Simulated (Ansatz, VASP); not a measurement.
# Au: VASP beside Ansatz

```
Au
1.0
     0.00000    2.01990    2.01990
     2.01990    0.00000    2.01990
     2.01990    2.01990    0.00000
Au
1
Direct
  0.00000 0.00000 0.00000
```

Change from the starting cell: volume scaled by 0.94, PAW files.

Alike in both runs: task single point; functional r2SCAN; k mesh 16 × 16 × 16; occupations fermi-dirac, width 0.05 eV; no spin polarisation.

|  | VASP | Ansatz |
| --- | --- | --- |
| version | VASP 6.6.1 | Ansatz 0.2.0 |
| potentials or method | VASP PAW PBE potentials, release 64 (Au) | PAW with Ansatz's default frozen-core files, scalar-relativistic |
| plane-wave cutoff (eV) | 520 | 500 |
| valence electrons in the cell | 11 | 19 |

|  | VASP | Ansatz | Ansatz less VASP |
| --- | --- | --- | --- |
| pressure (GPa) | 12.0 | 11.5 | -0.44 |

VASP's potentials were made for PBE, not for r2SCAN. The functional is the same, so the differences come from potentials, cutoffs and numerics. VASP's potentials hold 11 valence electrons a cell and Ansatz's 19, so a difference there can come from the potentials and not from the codes.

Neither program's run includes spin-orbit coupling.
